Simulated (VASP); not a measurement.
# HRh16 (a cell with a defect) in VASP: single point with PBE

Aim: the single point of HRh16 (a cell with a defect) with PBE.

Program: VASP 6.6.1. These are calculated values, not measurements. Logs are shortened: lines on timing, memory, paths and dates and some standing lists are left out, and cuts for length are marked.

### Step 1. The cell of the first run

The cell holds a defect, 17 atoms: a = 6.633 Å, b = 6.633 Å, c = 6.633 Å, α = 109.47°, β = 109.47°, γ = 109.47°.

### Step 2. Single point, PBE

INCAR

```
PREC     = Accurate       # precision mode
ENCUT    = 520            # plane-wave cutoff, eV
EDIFF    = 1E-7           # SCF threshold, eV
ISMEAR   = 1              # smearing method
SIGMA    = 0.1            # smearing width, eV
LREAL    = Auto         
LASPH    = T              # aspherical terms in the spheres
NELM     = 100            # most SCF steps
ALGO     = Normal         # electronic algorithm
ISIF     = 2              # what is computed and relaxed
LWAVE    = F              # write WAVECAR
LCHARG   = F              # write CHGCAR
GGA      = PE             # functional
NBANDS   = 134            # bands
```

KPOINTS

```
Automatic mesh
0
Gamma
  3 3 3
```

POSCAR

```
HRh16
1.0
   -3.8296348800      3.8296348800      3.8296348800
    3.8296348800     -3.8296348800      3.8296348800
    3.8296348800      3.8296348800     -3.8296348800
Rh H
16 1
Direct
    0.0011246503      0.0057493732      0.0057005434
    0.0011474984      0.2568193916      0.7562663520
    0.0100418189      0.4993289334      0.4992810176
    0.0011489346      0.7563168790      0.2567726509
    0.2507953186      0.0059804657      0.7561857960
    0.2504147341      0.2530625061      0.5049726829
    0.2504135590      0.5050212515      0.2530122402
    0.2507967548      0.7562365841      0.0059326805
    0.4975351593      0.0060034444      0.5050340465
    0.4995469699      0.2547527455      0.2547027407
    0.4975335925      0.5050826151      0.0059525257
    0.5011285828      0.7559344665      0.7558855062
    0.7500653692      0.0061961520      0.2525179372
    0.7500653692      0.2525661141      0.0061466695
    0.7432225497      0.4980967011      0.7670011873
    0.7432196774      0.7670488420      0.4980464352
    0.8475424164      0.6071889548      0.6071309858
```

Potentials or basis: VASP PAW PBE potentials, release 64 (Rh_pv, H).

The run is started by

```
$ cat potpaw_PBE.64/Rh_pv/POTCAR potpaw_PBE.64/H/POTCAR > POTCAR
$ mpirun -np 1 vasp_std > vasp.out
```

OUTCAR:

```text
PREC = Accurate
   ENCUT = 520
   EDIFF = 1E-7
   ISMEAR = 1
   LREAL = Auto
   LASPH = T
   NELM = 100
   ISIF = 2
   GGA = PE

 ion  position               nearest neighbor table
   1  0.001  0.006  0.006-  14 2.70  13 2.70  10 2.70   8 2.70   5 2.70   7 2.70   6 2.70  12 2.71
                             2 2.71   4 2.71  15 2.75  16 2.75
   2  0.001  0.257  0.756-  16 2.65  11 2.69   7 2.69   8 2.70  15 2.71   3 2.71   5 2.71   1 2.71
                             6 2.71  14 2.71   9 2.73  13 2.73
   3  0.010  0.499  0.499-  17 1.69   6 2.64   7 2.64  12 2.66  13 2.67  14 2.67   2 2.71   4 2.71
                             5 2.75   8 2.75  10 2.77  15 2.90  16 2.90
   4  0.001  0.756  0.257-  15 2.65   9 2.69   6 2.69   5 2.70  16 2.71   3 2.71   8 2.71   1 2.71
                             7 2.71  13 2.71  11 2.73  14 2.73
   5  0.251  0.006  0.756-   9 2.70   6 2.70  10 2.70  11 2.70   1 2.70  14 2.70   4 2.70   8 2.71
                            12 2.71   2 2.71   3 2.75  16 2.75
   6  0.250  0.253  0.505-   3 2.64  15 2.67   9 2.68   4 2.69   5 2.70   1 2.70  10 2.70  13 2.71
                             2 2.71  11 2.71  12 2.72   7 2.73
   7  0.250  0.505  0.253-   3 2.64  16 2.67  11 2.68   2 2.69   8 2.70   1 2.70  10 2.70  14 2.71
                             4 2.71   9 2.71  12 2.72   6 2.73
   8  0.251  0.756  0.006-  11 2.70   7 2.70  10 2.70   9 2.70   1 2.70  13 2.70   2 2.70   5 2.71
                            12 2.71   4 2.71   3 2.75  15 2.75
   9  0.498  0.006  0.505-  16 2.63  15 2.67   6 2.68   4 2.69   5 2.70  10 2.70   8 2.70  12 2.71
                             7 2.71  14 2.71   2 2.73  13 2.74
  10  0.500  0.255  0.255-   1 2.70   8 2.70   5 2.70  14 2.70  13 2.70  11 2.70   9 2.70   7 2.70
                             6 2.70   3 2.77  16 2.78  15 2.78
  11  0.498  0.505  0.006-  15 2.63  16 2.67   7 2.68   2 2.69   8 2.70  10 2.70   5 2.70  12 2.71
                             6 2.71  13 2.71   4 2.73  14 2.74
  12  0.501  0.756  0.756-   3 2.66  14 2.69  13 2.69   1 2.71   8 2.71   5 2.71  16 2.71  15 2.71
                            11 2.71   9 2.71   6 2.72   7 2.72
  13  0.750  0.006  0.253-  16 2.63  14 2.67   3 2.67  12 2.69   1 2.70  10 2.70   8 2.70   6 2.71
                             4 2.71  11 2.71   2 2.73   9 2.74
  14  0.750  0.253  0.006-  15 2.63  13 2.67   3 2.67  12 2.69   1 2.70  10 2.70   5 2.70   7 2.71
                             2 2.71   9 2.71   4 2.73  11 2.74
  15  0.743  0.498  0.767-  17 1.67  11 2.63  14 2.63   4 2.65   9 2.67   6 2.67   2 2.71  12 2.71
                             8 2.75   1 2.75  10 2.78   3 2.90  16 2.91
  16  0.743  0.767  0.498-  17 1.67   9 2.63  13 2.63   2 2.65  11 2.67   7 2.67   4 2.71  12 2.71
                             5 2.75   1 2.75  10 2.78   3 2.90  15 2.91
  17  0.848  0.607  0.607-  16 1.67  15 1.67   3 1.69

  LATTYP: Found a body centered cubic cell.
 ALAT       =     7.6592697600

  Lattice vectors:

 A1 = (  -3.8296348800,   3.8296348800,   3.8296348800)
 A2 = (   3.8296348800,  -3.8296348800,   3.8296348800)
 A3 = (   3.8296348800,   3.8296348800,  -3.8296348800)

Analysis of symmetry for initial positions (statically):
=====================================================================
 Subroutine PRICEL returns:
 Original cell was already a primitive cell.

 Routine SETGRP: Setting up the symmetry group for a
 body centered cubic supercell.

 Subroutine GETGRP returns: Found  1 space group operations
 (whereof  1 operations were pure point group operations)
 out of a pool of 48 trial point group operations.

The static configuration has the point symmetry C_1 .

Analysis of symmetry for dynamics (positions and initial velocities):
=====================================================================
 Subroutine PRICEL returns:
 Original cell was already a primitive cell.

 Routine SETGRP: Setting up the symmetry group for a
 body centered cubic supercell.

 Subroutine GETGRP returns: Found  1 space group operations
 (whereof  1 operations were pure point group operations)
 out of a pool of 48 trial point group operations.

The dynamic configuration has the point symmetry C_1 .

 Subroutine INISYM returns: Found  1 space group operations
 (whereof  1 operations are pure point group operations),
 and found     1 'primitive' translations

----------------------------------------------------------------------------------------

                                     Primitive cell

  volume of cell :     224.6633

  direct lattice vectors                    reciprocal lattice vectors
    -3.829634880  3.829634880  3.829634880     0.000000000  0.130560749  0.130560749
     3.829634880 -3.829634880  3.829634880     0.130560749  0.000000000  0.130560749
     3.829634880  3.829634880 -3.829634880     0.130560749  0.130560749  0.000000000

  length of vectors
     6.633122187  6.633122187  6.633122187     0.184640783  0.184640783  0.184640783

  position of ions in fractional coordinates (direct lattice)
     0.001124650  0.005749373  0.005700543
     0.001147498  0.256819392  0.756266352
     0.010041819  0.499328933  0.499281018
     0.001148935  0.756316879  0.256772651
     0.250795319  0.005980466  0.756185796
     0.250414734  0.253062506  0.504972683
[... 9 lines left out ...]
     0.743219677  0.767048842  0.498046435
     0.847542416  0.607188955  0.607130986

  ion indices of the primitive-cell ions
   primitive index   ion index
                 1           1
                 2           2
                 3           3
                 4           4
                 5           5
                 6           6
[... 9 lines left out ...]
                16          16
                17          17

----------------------------------------------------------------------------------------

 KPOINTS: Automatic mesh

Automatic generation of k-mesh.
 Grid dimensions read from file:
 generate k-points for:    3    3    3

 Generating k-lattice:

  Cartesian coordinates                     Fractional coordinates (reciprocal lattice)
     0.000000000  0.043520250  0.043520250     0.333333333  0.000000000  0.000000000
     0.043520250  0.000000000  0.043520250     0.000000000  0.333333333  0.000000000
     0.043520250  0.043520250  0.000000000     0.000000000  0.000000000  0.333333333

  Length of vectors
     0.061546928  0.061546928  0.061546928

  Shift w.r.t. Gamma in fractional coordinates (k-lattice)
     0.000000000  0.000000000  0.000000000

 Subroutine IBZKPT returns following result:
 ===========================================

 Found     14 irreducible k-points:

 Following reciprocal coordinates:
            Coordinates               Weight
  0.000000  0.000000  0.000000      1.000000
  0.333333  0.000000  0.000000      2.000000
  0.000000  0.333333  0.000000      2.000000
  0.000000  0.000000  0.333333      2.000000
  0.333333  0.000000 -0.333333      2.000000
  0.333333 -0.333333  0.000000      2.000000
  0.000000  0.333333 -0.333333      2.000000
  0.333333  0.333333  0.000000      2.000000
  0.000000  0.333333  0.333333      2.000000
  0.333333  0.000000  0.333333      2.000000
 -0.333333 -0.333333 -0.333333      2.000000
 -0.333333  0.333333  0.333333      2.000000
  0.333333 -0.333333  0.333333      2.000000
  0.333333  0.333333 -0.333333      2.000000
   k-points           NKPTS =     14   k-points in BZ     NKDIM =     14   number of bands    NBANDS=    134
   number of dos      NEDOS =    301   number of ions     NIONS =     17
   total plane-waves  NPLWV = 125000
   dimension x,y,z NGX =    50 NGY =   50 NGZ =   50
   dimension x,y,z NGXF=   100 NGYF=  100 NGZF=  100
   ions per type =              16   1
   NGX,Y,Z   is equivalent  to a cutoff of  12.53, 12.53, 12.53 a.u.
   NGXF,Y,Z  is equivalent  to a cutoff of  25.06, 25.06, 25.06 a.u.
 SYSTEM =  unknown system
   PREC   = accura    normal or accurate (medium, high low for compatibility)
   ISTART =      0    job   : 0-new  1-cont  2-samecut
   ICHARG =      2    charge: 1-file 2-atom 10-const
   ISPIN  =      1    spin polarized calculation?
   LNONCOLLINEAR =      F non collinear calculations
   LSORBIT =      F    spin-orbit coupling
   LASPH  =      T    aspherical Exc in radial PAW
   ENCUT  =  520.0 eV  38.22 Ry    6.18 a.u.  12.33 12.33 12.33*2*pi/ulx,y,z
   NELM   =    100;   NELMIN=  2; NELMDL= -5     # of ELM steps
   EDIFF  = 0.1E-06   stopping-criterion for ELM
   LREAL  =      T    real-space projection
   EDIFFG = 0.1E-05   stopping-criterion for IOM
   NSW    =      0    number of steps for IOM
   IBRION =     -1    ionic relax: 0-MD 1-quasi-New 2-CG
   NFREE  =      0    steps in history (QN), initial steepest desc. (CG)
   ISIF   =      2    stress and relaxation
   ISYM   =      2    0-nonsym 1-usesym 2-fastsym
   POTIM  = 0.5000    time-step for ionic-motion
   TEBEG  =    0.0;   TEEND  =   0.0 temperature during run
   PSTRESS=    0.0 pullay stress
   NELECT =     241.0000    total number of electrons
   NUPDOWN=      -1.0000    fix difference up-down
   EMIN   =  10.00;   EMAX   =-10.00  energy-range for DOS
   EFERMI =   0.00;   METHOD = LEGACY
   ISMEAR =     1;   SIGMA  =   0.10  broadening in eV -4-tet -1-fermi 0-gaus
   EFERMI_NEDOS =   21; number of points for ismear=-14 and -15
   IALGO  =     38    algorithm
   IMIX   =      4    mixing-type and parameters
     AMIX     =   0.40;   BMIX     =  1.00
     AMIX_MAG =   1.60;   BMIX_MAG =  1.00
  volume/ion in A,a.u.               =      13.22        89.18
  Fermi-wavevector in a.u.,A,eV,Ry     =   1.675855  3.166907 38.211833  2.808490
  Thomas-Fermi vector in A             =   2.760401
   LORBIT       =      0    0 simple, 1 ext, 2 COOP (PROOUT), +10 PAW based schemes
   GGA     = PE    functional components
   LHFCALC =     F    Hartree Fock is set to
   AEXX    =    0.0000 exact exchange contribution
   IVDW    =     0    specifies the selected vdW correction
   LEPSILON=     F    determine dielectric tensor
   LRPA    =     F    only Hartree local field effects (RPA)
 non-spin polarized calculation
 Methfessel and Paxton  Order N= 1 SIGMA  =   0.10
  energy-cutoff  :      520.00
  volume of cell :      224.66
 maximum number of plane-waves:      6056
 NGX is ok and might be reduce to    50
   NGX = 25   NGY = 25   NGZ = 25

 number of electron     240.9999995 magnetization

 Free energy of the ion-electron system (eV)
  ---------------------------------------------------
  ext. energy  EPLUGINS =         0.00000000
  ---------------------------------------------------
  free energy    TOTEN  =      -119.09814899 eV

  energy without entropy =     -119.09150258  energy(sigma->0) =     -119.09593352

 E-fermi :  11.6375     XC(G=0): -13.9353

 val. band max:       11.6372352161   @ k =   0.0000   0.3333   0.0000
 cond. band min:      11.6411260063   @ k =   0.0000   0.3333   0.0000
 fundamental gap:      0.0038907902
 Fermi energy:        11.6375473270

 k-point     1 :       0.0000    0.0000    0.0000
  band No.  band energies     occupation
      1     -35.4387      2.00000
      2     -35.3971      2.00000
      3     -35.3970      2.00000
      4     -35.3064      2.00000
      5     -35.3023      2.00000
      6     -35.2648      2.00000
[... 124 lines left out ...]
    131      14.4282      0.00000
    132      14.4452      0.00000

 k-point     2 :       0.3333    0.0000    0.0000
  band No.  band energies     occupation
      1     -35.3936      2.00000
      2     -35.3747      2.00000
      3     -35.3588      2.00000
      4     -35.3427      2.00000
      5     -35.3294      2.00000
      6     -35.3176      2.00000
[... 1744 lines left out ...]
    131      12.1272     -0.00000
    132      12.1432     -0.00000
 [bands above 132 left out]

------------------------ aborting loop because EDIFF is reached ----------------------------------------

  FORCE on cell =-STRESS in cart. coord.  units (eV):
  Direction    XX          YY          ZZ          XY          YZ          ZX
  --------------------------------------------------------------------------------------
  -------------------------------------------------------------------------------------
  Total        5.5015064      5.7484529      5.7478243     -1.3944255     -1.6586345     -1.3935190
  in kB       39.2337759     40.9948650     40.9903823     -9.9442902    -11.8284867     -9.9378254
  external PRESSURE =      40.4063411 kB  Pullay stress =       0.0000000 kB

 VOLUME and BASIS-vectors are now :
 -----------------------------------------------------------------------------
  energy-cutoff  :      520.00
  volume of cell :      224.66
      direct lattice vectors                 reciprocal lattice vectors
    -3.829634880  3.829634880  3.829634880     0.000000000  0.130560749  0.130560749
     3.829634880 -3.829634880  3.829634880     0.130560749  0.000000000  0.130560749
     3.829634880  3.829634880 -3.829634880     0.130560749  0.130560749  0.000000000

 POSITION                                       TOTAL-FORCE (eV/Angst)
 -----------------------------------------------------------------------------------
      0.03954      0.00412      0.00449        -0.002525     -0.007563     -0.008012
      3.87535      1.91709     -1.90831        -0.001106     -0.012171     -0.014049
      3.78585      0.03827      0.03864        -0.039003      0.009572      0.009283
      3.87536     -1.90867      1.91747        -0.001327     -0.014149     -0.012268
      1.95836      3.83347     -1.91256         0.003798     -0.005767     -0.011383
      1.94400      1.92372     -0.00573        -0.004647     -0.009472     -0.013890
[... 9 lines left out ...]
      1.99859      1.81608      3.87644         0.003705     -0.042250     -0.016374
      1.40462      3.24556      3.24600         0.025302      0.184862      0.184253
 -----------------------------------------------------------------------------------
    total drift:                                0.008795      0.001037      0.001317

  FREE ENERGIE OF THE ION-ELECTRON SYSTEM (eV)
  ---------------------------------------------------
  free  energy   TOTEN  =      -119.0981489886 eV

  energy  without entropy=     -119.0915025752  energy(sigma->0) =     -119.09593352
```

Run time: 29 min. Hardware: 1 thread of Intel Xeon 8259CL, shared host; peak memory 0.52 GiB.

Results:

* Free energy: -119.0981 eV
* Pressure: 4.0 GPa
* Largest force: 0.262 eV/Å
* Band gap on the k mesh: zero (an odd number of electrons rules out a gap without spin polarisation)

Forces in eV/Å, atoms in the order of the input:
```
Rh  -0.003 -0.008 -0.008
Rh  -0.001 -0.012 -0.014
Rh  -0.039  0.010  0.009
Rh  -0.001 -0.014 -0.012
Rh   0.004 -0.006 -0.011
Rh  -0.005 -0.009 -0.014
Rh  -0.005 -0.014 -0.009
Rh   0.004 -0.011 -0.006
Rh  -0.004 -0.012 -0.015
Rh   0.025 -0.002 -0.002
Rh  -0.004 -0.014 -0.012
Rh   0.002 -0.009 -0.008
Rh  -0.003 -0.013 -0.011
Rh  -0.003 -0.012 -0.013
Rh   0.003 -0.017 -0.042
Rh   0.004 -0.042 -0.016
H    0.025  0.185  0.184
```

Stress tensor (GPa, compression positive):
```
 3.92 -0.99 -0.99
-0.99  4.10 -1.18
-0.99 -1.18  4.10
```

Levels at points of the mesh, in eV from the Fermi level:
| k point | band 118 | band 119 | band 120 | band 121 | band 122 | band 123 |
| --- | --- | --- | --- | --- | --- | --- |
| (0.00, 0.00, 0.00) | -1.02 | -0.95 | -0.95 | 0.44 | 0.45 | 0.48 |

Caveat: the k points lie up to 0.39 Å⁻¹ apart, too coarse for converged energies and pressures of a metal.
